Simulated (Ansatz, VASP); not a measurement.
Two plane-wave programs on SiGe2

```
CELL_PARAMETERS angstrom
-2.94801 2.94801 2.52935
2.94801 -2.94801 2.52935
2.94801 2.94801 -2.52935
ATOMIC_POSITIONS crystal
Si 0.25000 0.25000 0.00000
Si 0.75000 0.75000 0.00000
Ge 0.65574 0.84426 0.50000
Ge 0.84426 0.34426 0.18851
Ge 0.34426 0.15574 0.50000
Ge 0.15574 0.65574 0.81149
```

Change from the starting cell: species swapped into the VSb2 type (I4/mcm, No. 140).

Alike in both runs: task relaxation of cell and atoms; functional PBE; k mesh 4 × 4 × 4; occupations gaussian, width 0.1 eV; no spin polarisation.

|  | VASP | Ansatz |
| --- | --- | --- |
| version | VASP 6.6.1 | Ansatz 0.2.0 |
| potentials or method | VASP PAW PBE potentials, release 64 (Si, Ge_d), cutoff 600 eV | scalar-relativistic, plane waves, PAW |
| valence electrons in the cell | 64 | 64 |

|  | VASP | Ansatz | Ansatz less VASP |
| --- | --- | --- | --- |
| gap on the k mesh at the Fermi level, each at its own relaxed structure (eV) | none | none | - |
| relaxed volume (Å³/atom) | 18.29 | 18.23 | -0.052 |
| relaxed cell length with the largest relative difference (Å) | 5.267 | 5.261 | -0.0061 |

A gap of «none» marks a metal or a gap that the smearing closes.

The k mesh is coarse, so the values compare programs but aren't converged. Noted on VASP's run: the volume moved by over 15 % at a fixed basis, so the end points are rough.
